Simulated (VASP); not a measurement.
A run of VASP 6.6.1 is set up as follows.

The input POSCAR:

```
Ag
1.0
   -1.6142626500      1.6142626500      1.6556540000
    1.6142626500     -1.6142626500      1.6556540000
    1.6142626500      1.6142626500     -1.6556540000
Ag
1
Direct
    0.0000000000      0.0000000000      0.0000000000
```

The input INCAR.step1:

```
ALGO = Normal
EDIFF = 1E-4
ENCUT = 520
GGA = PE
ISMEAR = 0
LASPH = T
LCHARG = F
LREAL = F
LWAVE = T
NBANDS = 12
NELM = 60
PREC = Accurate
SIGMA = 0.15
```

The input INCAR.step2:

```
ALGO = Normal
EDIFF = 1E-6
ENCUT = 520
ISIF = 2
ISMEAR = 0
ISTART = 1
LASPH = T
LCHARG = F
LMIXTAU = T
LREAL = F
LWAVE = F
METAGGA = R2SCAN
NBANDS = 12
NELM = 60
PREC = Accurate
SIGMA = 0.15
```

File KPOINTS:

```
k-points
0
Gamma
  20 20 20
```

Potentials or basis: VASP PAW PBE potentials, release 64 (Ag).

Command:

```sh
$ cat potpaw_PBE.64/Ag/POTCAR > POTCAR
$ cp INCAR.step1 INCAR
$ mpirun -np 1 vasp_std > vasp.out
$ cp INCAR.step2 INCAR
$ mpirun -np 1 vasp_std > vasp.out
```

(1) What does it give for the pressure?

(2) What does it give for the band gap on the k mesh?

## Answers

(1) 1.2 GPa.

(2) zero (an odd number of electrons rules out a gap without spin polarisation).

Caveat: the cell differs from its parent crystal (strain -0.0250 x Voigt [1, 1, 0, 0, 0, 0]); the PAW data sets were made with another functional, which shifts forces and pressure a little.
